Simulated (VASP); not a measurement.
# CO2 in VASP: a series of runs

CO2 is run at these levels: PBE+D3(BJ); tasks: single point, relaxation of the atoms.

Program: VASP 6.6.1. These are calculated values, not measurements. Logs are shortened: lines on timing, memory, paths and dates and some standing lists are left out, and cuts for length are marked.

## (1) The cell of the first run

The cell holds a molecule in a box, 3 atoms: a = 10.300 Å, b = 10.500 Å, c = 10.700 Å, α = 90.00°, β = 90.00°, γ = 90.00°.

## (2) Single point, PBE+D3(BJ)

File INCAR:

```
  ALGO = Normal
  EDIFF = 1E-6
  ENCUT = 520
  GGA = PE
  ISIF = 2
  ISMEAR = 0
  IVDW = 12
  LASPH = T
  LCHARG = F
  LREAL = F
  LWAVE = F
  NBANDS = 15
  NELM = 60
  PREC = Accurate
  SIGMA = 0.01
```

File KPOINTS:

```
k-points
0
Gamma
  1 1 1
```

File POSCAR:

```
CO2
1.0
   10.3000000000      0.0000000000      0.0000000000
    0.0000000000     10.5000000000      0.0000000000
    0.0000000000      0.0000000000     10.7000000000
C O
1 2
Direct
    0.5000000000      0.5000000000      0.5000000000
    0.5655227881      0.5642747350      0.5630733381
    0.4344772119      0.4357252650      0.4369266619
```

Potentials or basis: VASP PAW PBE potentials, release 64 (C, O).

On the command line:

```console
$ cat potpaw_PBE.64/C/POTCAR potpaw_PBE.64/O/POTCAR > POTCAR
$ mpirun -np 1 vasp_gam > vasp.out
```

OUTCAR:

```text
EDIFF = 1E-6
   ENCUT = 520
   GGA = PE
   ISIF = 2
   ISMEAR = 0
   IVDW = 12
   LASPH = T
   LREAL = F
   NELM = 60
   PREC = Accurate
 IVDW          = 12

 ion  position               nearest neighbor table
   1  0.500  0.500  0.500-   2 1.17   3 1.17
   2  0.566  0.564  0.563-   1 1.17
   3  0.434  0.436  0.437-   1 1.17

  LATTYP: Found a simple orthorhombic cell.
 ALAT       =    10.3000000000
 B/A-ratio  =     1.0194174757
 C/A-ratio  =     1.0388349515

  Lattice vectors:

 A1 = (  10.3000000000,   0.0000000000,   0.0000000000)
 A2 = (   0.0000000000,  10.5000000000,   0.0000000000)
 A3 = (   0.0000000000,   0.0000000000,  10.7000000000)

Analysis of symmetry for initial positions (statically):
=====================================================================
 Subroutine PRICEL returns:
 Original cell was already a primitive cell.

 Routine SETGRP: Setting up the symmetry group for a
 simple orthorhombic supercell.

 Subroutine GETGRP returns: Found  2 space group operations
 (whereof  2 operations were pure point group operations)
 out of a pool of  8 trial point group operations.

The static configuration has the point symmetry S_2 .

Analysis of symmetry for dynamics (positions and initial velocities):
=====================================================================
 Subroutine PRICEL returns:
 Original cell was already a primitive cell.

 Routine SETGRP: Setting up the symmetry group for a
 simple orthorhombic supercell.

 Subroutine GETGRP returns: Found  2 space group operations
 (whereof  2 operations were pure point group operations)
 out of a pool of  8 trial point group operations.

The dynamic configuration has the point symmetry S_2 .

 Subroutine INISYM returns: Found  2 space group operations
 (whereof  2 operations are pure point group operations),
 and found     1 'primitive' translations

----------------------------------------------------------------------------------------

                                     Primitive cell

  volume of cell :    1157.2050

  direct lattice vectors                    reciprocal lattice vectors
    10.300000000  0.000000000  0.000000000     0.097087379  0.000000000  0.000000000
     0.000000000 10.500000000  0.000000000     0.000000000  0.095238095  0.000000000
     0.000000000  0.000000000 10.700000000     0.000000000  0.000000000  0.093457944

  length of vectors
    10.300000000 10.500000000 10.700000000     0.097087379  0.095238095  0.093457944

  position of ions in fractional coordinates (direct lattice)
     0.500000000  0.500000000  0.500000000
     0.565522788  0.564274735  0.563073338
     0.434477212  0.435725265  0.436926662

  ion indices of the primitive-cell ions
   primitive index   ion index
                 1           1
                 2           2
                 3           3

----------------------------------------------------------------------------------------

 KPOINTS: k-points

Automatic generation of k-mesh.
 Grid dimensions read from file:
 generate k-points for:    1    1    1

 Generating k-lattice:

  Cartesian coordinates                     Fractional coordinates (reciprocal lattice)
     0.097087379  0.000000000  0.000000000     1.000000000  0.000000000  0.000000000
     0.000000000  0.095238095  0.000000000     0.000000000  1.000000000  0.000000000
     0.000000000  0.000000000  0.093457944     0.000000000  0.000000000  1.000000000

  Length of vectors
     0.097087379  0.095238095  0.093457944

  Shift w.r.t. Gamma in fractional coordinates (k-lattice)
     0.000000000  0.000000000  0.000000000

 Subroutine IBZKPT returns following result:
 ===========================================

 Found      1 irreducible k-points:

 Following reciprocal coordinates:
            Coordinates               Weight
  0.000000  0.000000  0.000000      1.000000
   k-points           NKPTS =      1   k-points in BZ     NKDIM =      1   number of bands    NBANDS=     15
   number of dos      NEDOS =    301   number of ions     NIONS =      3
   total plane-waves  NPLWV = 512000
   dimension x,y,z NGX =    80 NGY =   80 NGZ =   80
   dimension x,y,z NGXF=   160 NGYF=  160 NGZF=  160
   ions per type =               1   2
   NGX,Y,Z   is equivalent  to a cutoff of  12.91, 12.67, 12.43 a.u.
   NGXF,Y,Z  is equivalent  to a cutoff of  25.82, 25.33, 24.86 a.u.
 SYSTEM =  unknown system
   PREC   = accura    normal or accurate (medium, high low for compatibility)
   ISTART =      0    job   : 0-new  1-cont  2-samecut
   ICHARG =      2    charge: 1-file 2-atom 10-const
   ISPIN  =      1    spin polarized calculation?
   LNONCOLLINEAR =      F non collinear calculations
   LSORBIT =      F    spin-orbit coupling
   LASPH  =      T    aspherical Exc in radial PAW
   ENCUT  =  520.0 eV  38.22 Ry    6.18 a.u.  19.15 19.52 19.89*2*pi/ulx,y,z
   NELM   =     60;   NELMIN=  2; NELMDL= -5     # of ELM steps
   EDIFF  = 0.1E-05   stopping-criterion for ELM
   LREAL  =      F    real-space projection
   EDIFFG = 0.1E-04   stopping-criterion for IOM
   NSW    =      0    number of steps for IOM
   IBRION =     -1    ionic relax: 0-MD 1-quasi-New 2-CG
   NFREE  =      0    steps in history (QN), initial steepest desc. (CG)
   ISIF   =      2    stress and relaxation
   ISYM   =      2    0-nonsym 1-usesym 2-fastsym
   POTIM  = 0.5000    time-step for ionic-motion
   TEBEG  =    0.0;   TEEND  =   0.0 temperature during run
   PSTRESS=    0.0 pullay stress
   NELECT =      16.0000    total number of electrons
   NUPDOWN=      -1.0000    fix difference up-down
   EMIN   =  10.00;   EMAX   =-10.00  energy-range for DOS
   EFERMI =   0.00;   METHOD = LEGACY
   ISMEAR =     0;   SIGMA  =   0.01  broadening in eV -4-tet -1-fermi 0-gaus
   EFERMI_NEDOS =   21; number of points for ismear=-14 and -15
   IALGO  =     38    algorithm
   IMIX   =      4    mixing-type and parameters
     AMIX     =   0.40;   BMIX     =  1.00
     AMIX_MAG =   1.60;   BMIX_MAG =  1.00
  volume/ion in A,a.u.               =     385.73      2603.07
  Fermi-wavevector in a.u.,A,eV,Ry     =   0.392927  0.742524  2.100621  0.154391
  Thomas-Fermi vector in A             =   1.336625
   LORBIT       =      0    0 simple, 1 ext, 2 COOP (PROOUT), +10 PAW based schemes
   GGA     = PE    functional components
   LHFCALC =     F    Hartree Fock is set to
   AEXX    =    0.0000 exact exchange contribution
   IVDW    =    12    specifies the selected vdW correction
   LEPSILON=     F    determine dielectric tensor
   LRPA    =     F    only Hartree local field effects (RPA)
 non-spin polarized calculation
 Gauss-broadening in eV      SIGMA  =   0.01
  energy-cutoff  :      520.00
  volume of cell :     1157.20
 maximum number of plane-waves:     15574
 NGX is ok and might be reduce to    80
   NGX = 39   NGY = 39   NGZ = 39

 number of electron      15.9999988 magnetization

 Free energy of the ion-electron system (eV)
  ---------------------------------------------------
  ext. energy  EPLUGINS =         0.00000000
  ---------------------------------------------------
  free energy    TOTEN  =       -22.96152634 eV

  energy without entropy =      -22.96152634  energy(sigma->0) =      -22.96152634

 E-fermi :  -8.8210     XC(G=0):  -0.6434

 val. band max:       -8.8934554646   @ k =   0.0000   0.0000   0.0000
 cond. band min:      -0.8779221552   @ k =   0.0000   0.0000   0.0000
 fundamental gap:      8.0155333094
 Fermi energy:        -8.8210320665

 k-point     1 :       0.0000    0.0000    0.0000
  band No.  band energies     occupation
      1     -29.0606      2.00000
      2     -28.0513      2.00000
      3     -13.5639      2.00000
      4     -12.5202      2.00000
      5     -12.5202      2.00000
      6     -12.4157      2.00000
      7      -8.8935      2.00000
      8      -8.8935      2.00000
      9      -0.8779      0.00000
     10      -0.3011      0.00000
     11      -0.3010      0.00000
     12       0.5447      0.00000
     13       1.0181      0.00000
     14       1.0630      0.00000
     15       1.1252      0.00000

------------------------ aborting loop because EDIFF is reached ----------------------------------------

 Edisp (eV)   -0.02580

 E8    (eV) :    -0.0077

  FORCE on cell =-STRESS in cart. coord.  units (eV):
  Direction    XX          YY          ZZ          XY          YZ          ZX
  --------------------------------------------------------------------------------------
  -------------------------------------------------------------------------------------
  Total       0.55636     0.55645     0.55609     0.62484     0.62461     0.62461
  in kB       0.77029     0.77041     0.76992     0.86510     0.86479     0.86479
  external pressure =        0.77 kB  Pullay stress =        0.00 kB

 VOLUME and BASIS-vectors are now :
 -----------------------------------------------------------------------------
  energy-cutoff  :      520.00
  volume of cell :     1157.20
      direct lattice vectors                 reciprocal lattice vectors
    10.300000000  0.000000000  0.000000000     0.097087379  0.000000000  0.000000000
     0.000000000 10.500000000  0.000000000     0.000000000  0.095238095  0.000000000
     0.000000000  0.000000000 10.700000000     0.000000000  0.000000000  0.093457944

 POSITION                                       TOTAL-FORCE (eV/Angst)
 -----------------------------------------------------------------------------------
      5.15000      5.25000      5.35000         0.000000      0.000000      0.000000
      5.82488      5.92488      6.02488         0.467524      0.467579      0.468108
      4.47512      4.57512      4.67512        -0.467524     -0.467579     -0.468108
 -----------------------------------------------------------------------------------
    total drift:                                0.000000     -0.000000     -0.000000

  FREE ENERGIE OF THE ION-ELECTRON SYSTEM (eV)
  ---------------------------------------------------
  free  energy   TOTEN  =       -22.9873280920 eV

  energy  without entropy=      -22.9873280920  energy(sigma->0) =      -22.98732809
```

Wall time 54 s (1 thread of Intel Xeon Platinum 8488C (Sapphire Rapids), shared host); peak memory 0.9 GiB.

What came out:

```yaml
Free_energy: -22.9873 eV
Largest_force: 0.810 eV/Å
Gap_between_the_frontier_levels: 8.02 eV
Dispersion_energy_per_atom: -0.009 eV
```

Forces on the atoms (eV/Å):
```
C    0.000  0.000  0.000
O    0.468  0.468  0.468
O   -0.468 -0.468 -0.468
```

## (3) Single point, PBE+D3(BJ)

File INCAR:

```
PREC = Accurate
ENCUT = 520
EDIFF = 1E-6
ISMEAR = 0
SIGMA = 0.01
LREAL = False
LASPH = True
NELM = 60
ALGO = Normal
ISIF = 2
LWAVE = False
LCHARG = False
GGA = PE
IVDW = 12
NBANDS = 15
```

File KPOINTS:

```
Automatic mesh
0
Gamma
  1 1 1
```

File POSCAR:

```
CO2
1.0
   10.3000000000      0.0000000000      0.0000000000
    0.0000000000     10.5000000000      0.0000000000
    0.0000000000      0.0000000000     10.7000000000
C O
1 2
Direct
    0.5000000000      0.5000000000      0.5000000000
    0.5656153662      0.5643661335      0.5631623735
    0.4343846338      0.4356338665      0.4368376265
```

Potentials or basis: VASP PAW PBE potentials, release 64 (C, O).

On the command line:

```console
$ cat potpaw_PBE.64/C/POTCAR potpaw_PBE.64/O/POTCAR > POTCAR
$ mpirun -np 1 vasp_gam > vasp.out
```

Run time: 64 s. Hardware: 1 thread of Intel Xeon Platinum 8488C (Sapphire Rapids), shared host; peak memory 0.93 GiB.

It converged, with:

| Quantity | Value |
| --- | --- |
| Free energy | -22.9897 eV |
| Largest force | 0.634 eV/Å |
| Gap between the frontier levels | 8.01 eV |
| Dispersion energy per atom | -0.009 eV |

Forces in eV/Å, atoms in the order of the input:
```
C    0.000  0.000  0.000
O    0.366  0.366  0.366
O   -0.366 -0.366 -0.366
```

Levels at points of the mesh, in eV from the valence-band top:
| k point | band 6 | band 7 | band 8 | band 9 | band 10 | band 11 |
| --- | --- | --- | --- | --- | --- | --- |
| (0.00, 0.00, 0.00) | -3.52 | 0.00 | 0.00 | 8.01 | 8.56 | 8.56 |

## (4) Relaxation of the atoms, PBE+D3(BJ)

File INCAR:

```
SYSTEM = CO2
PREC = Accurate
ENCUT = 520
EDIFF = 1E-6
ISMEAR = 0
SIGMA = 0.01
LREAL = .FALSE.
LASPH = .TRUE.
NELM = 60
ALGO = Normal
ISIF = 2
LWAVE = .FALSE.
LCHARG = .FALSE.
GGA = PE
IVDW = 12
IBRION = 2
NSW = 80
EDIFFG = -0.01
```

File KPOINTS:

```
regular mesh
0
G
  1 1 1
  0 0 0
```

File POSCAR:

```
CO2
1.0
   10.3000000000      0.0000000000      0.0000000000
    0.0000000000     10.5000000000      0.0000000000
    0.0000000000      0.0000000000     10.7000000000
C O
1 2
Direct
    0.5000000000      0.5000000000      0.5000000000
    0.5655227881      0.5642747350      0.5630733381
    0.4344772119      0.4357252650      0.4369266619
```

On the command line:

```console
$ cat potpaw_PBE.64/C/POTCAR potpaw_PBE.64/O/POTCAR > POTCAR
$ mpirun -np 1 vasp_gam > vasp.out
```

It took 2.2 min on 1 thread of Intel Xeon Platinum 8488C (Sapphire Rapids), shared host; peak memory 1 GiB.

Results (log left out):

```yaml
Free_energy: -22.9935 eV
Energy_gained_by_relaxing: 2.1 meV/atom
Ionic_steps: 3
Gap_between_the_frontier_levels: 7.98 eV
Dispersion_energy_per_atom: -0.009 eV
```

Step by step:
```csv
step,energy change (eV),largest force (eV/Å),pressure (GPa)
1,0.0000,0.8102,0.08
2,0.0868,2.8621,-0.33
3,-0.0062,0.0015,-0.01
```

Final structure:
```xyz
3
Lattice="10.3000 0.0000 0.0000 0.0000 10.5000 0.0000 0.0000 0.0000 10.7000" Properties=species:S:1:pos:R:3 pbc="T T T"
C     5.1500    5.2500    5.3500
O     5.8294    5.9294    6.0294
O     4.4706    4.5706    4.6706
```

Levels at points of the mesh, in eV from the valence-band top:
```tsv
k point	band 6	band 7	band 8	band 9	band 10	band 11
(0.00, 0.00, 0.00)	-3.53	0.00	0.00	7.98	8.45	8.45
```
